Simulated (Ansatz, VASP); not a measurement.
BN: VASP beside Ansatz

```
B N
1.0
     2.70695    0.00000    0.00000
    -1.35348    2.34429    0.00000
     0.00000    0.00000    6.35217
B N
2 2
Direct
  0.33333 0.66667 0.25000
  0.66667 0.33333 0.75000
  0.33333 0.66667 0.75000
  0.66667 0.33333 0.25000
```

Change from the starting cell: strain +0.080 along x and y, -0.040 along z, atoms carried along.

Alike in both runs: task single point; functional PBE; dispersion D3(BJ); k mesh 12 × 12 × 4; occupations gaussian, width 0.05 eV; no spin polarisation.

|  | VASP | Ansatz |
| --- | --- | --- |
| version | VASP 6.6.1 | Ansatz 0.2.0 |
| potentials or method | VASP PAW PBE potentials, release 64 (B, N), cutoff 520 eV | scalar-relativistic, plane waves, PAW |
| valence electrons in the cell | 16 | 16 |

```csv
,VASP,Ansatz,Ansatz less VASP
gap on the k mesh at the Fermi level (eV),3.76,3.77,+0.004
least direct gap on the mesh (eV),3.96,3.96,+0.004
pressure (GPa),-40.4,-40.4,+0.02
"traceless stress, the component that is largest in VASP (GPa)",41.30,41.38,+0.083
```

Both programs put the cell under strong tension, so it lies far from rest at this level.

Noted on VASP's run: the cell as given lies far from equilibrium.
